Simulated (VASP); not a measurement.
Input of a VASP 6.6.1 run:

File INCAR:

```
ALGO     = Fast           # electronic algorithm
EDIFF    = 1E-6           # SCF threshold, eV
ENCUT    = 520            # plane-wave cutoff, eV
GGA      = PE             # functional
ISIF     = 2              # what is computed and relaxed
ISMEAR   = 0              # smearing method
LASPH    = T              # aspherical terms in the spheres
LCHARG   = F              # write CHGCAR
LREAL    = F              # projectors in reciprocal space
LWAVE    = F              # write WAVECAR
NBANDS   = 13             # bands
NELM     = 60             # most SCF steps
PREC     = Accurate       # precision mode
SIGMA    = 0.15           # smearing width, eV
```

File KPOINTS:

```
k-points
0
Gamma
  20 20 20
```

Contents of POSCAR:

```
Ru
1.0
   -0.1333558828      1.8622196484      1.8622196484
    1.8622196484     -0.1333558828      1.8622196484
    1.8622196484      1.8622196484     -0.1333558828
Ru
1
Direct
    0.0000000000      0.0000000000      0.0000000000
```

Potentials or basis: VASP PAW PBE potentials, release 64 (Ru_pv).

Command:

```console
$ cat potpaw_PBE.64/Ru_pv/POTCAR > POTCAR
$ mpirun -np 1 vasp_std > vasp.out
```

(1) Predict the band gap on the k mesh.

(2) What does it give for the pressure?

Results:

(1) zero (band 7 reaches 13.82 eV, above the bottom of band 8 at 10.39 eV).

(2) -5.6 GPa.
